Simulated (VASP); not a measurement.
A run of VASP 6.6.1 is set up as follows.

INCAR

```
  PREC = Accurate
  ENCUT = 500
  EDIFF = 1E-6
  ISMEAR = 0
  SIGMA = 0.02
  LREAL = F
  LASPH = T
  NELM = 120
  ALGO = Normal
  ISIF = 2
  LWAVE = F
  LCHARG = F
  GGA = PE
  NBANDS = 11
  GGA_COMPAT = F
```

Contents of KPOINTS:

```
regular mesh
0
Gamma
  10 10 10
```

The input POSCAR:

```
BAs
1.0
    0.0000000000      2.4045448513      2.4045448513
    2.4045448513      0.0000000000      2.4045448513
    2.4045448513      2.4045448513      0.0000000000
B As
1 1
Direct
    0.0000000000      0.0000000000      0.0000000000
    0.2500000000      0.2500000000      0.2500000000
```

Potentials or basis: VASP PAW PBE potentials, release 64 (B, As).

Run with:

```console
$ cat potpaw_PBE.64/B/POTCAR potpaw_PBE.64/As/POTCAR > POTCAR
$ mpirun -np 1 vasp_std > vasp.out
```

Estimate the pressure.

0.6 GPa.

Predict the band gap on the k mesh.

1.20 eV, indirect (least direct gap 3.25 eV).

A k mesh can miss the band edges. As with any semilocal functional, this PBE gap is likely too small.
